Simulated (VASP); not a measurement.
The system is CaF.

```xyz
2
Lattice="3.3010 0.0000 0.0000 0.0000 3.3010 0.0000 0.0000 0.0000 3.3010" Properties=species:S:1:pos:R:3 pbc="T T T"
Ca    1.6505    1.6505    1.6505
F     0.0000    0.0000    0.0000
```

The cell was generated, and may not be a known phase.

- Program: VASP 6.6.1
- Task: relaxation of cell and atoms
- Functional: PBE
- Potentials or basis: VASP PAW PBE potentials, release 64 (Ca_sv, F)
- Cutoff: 600 eV
- k mesh: 16 × 16 × 16
- Occupations: gaussian, width 0.1 eV
- Spin: no spin polarisation

At the start: pressure 1.6 GPa; volume 17.98 Å³/atom.

Q: Where does the relaxation end?

A: Over 4 steps the energy falls by 6.0 meV/atom and the volume is 19.19 Å³/atom (+6.7 %); space group Pm-3m (No. 221, to 0.1 Å) before and after.

The path:
| step | energy change (eV) | largest force (eV/Å) | pressure (GPa) | volume (Å³) |
| --- | --- | --- | --- | --- |
| 1 | 0.0000 | 0.0000 | 1.64 | 35.97 |
| 2 | -0.0078 | 0.0000 | 0.95 | 36.94 |
| 3 | -0.0119 | 0.0000 | -0.19 | 38.68 |
| 4 | -0.0120 | 0.0000 | 0.01 | 38.37 |

Final structure:
```yaml
crystal:
  lattice:
    - [3.37289, 0.00000, 0.00000]
    - [0.00000, 3.37289, 0.00000]
    - [0.00000, 0.00000, 3.37289]
  atoms:
    - { symbol: Ca, position: [0.50000, 0.50000, 0.50000] }
    - { symbol: F, position: [0.00000, 0.00000, 0.00000] }
```

Caveat: an odd number of electrons without spin polarisation forces a metal; a magnetic or distorted state may lie lower.
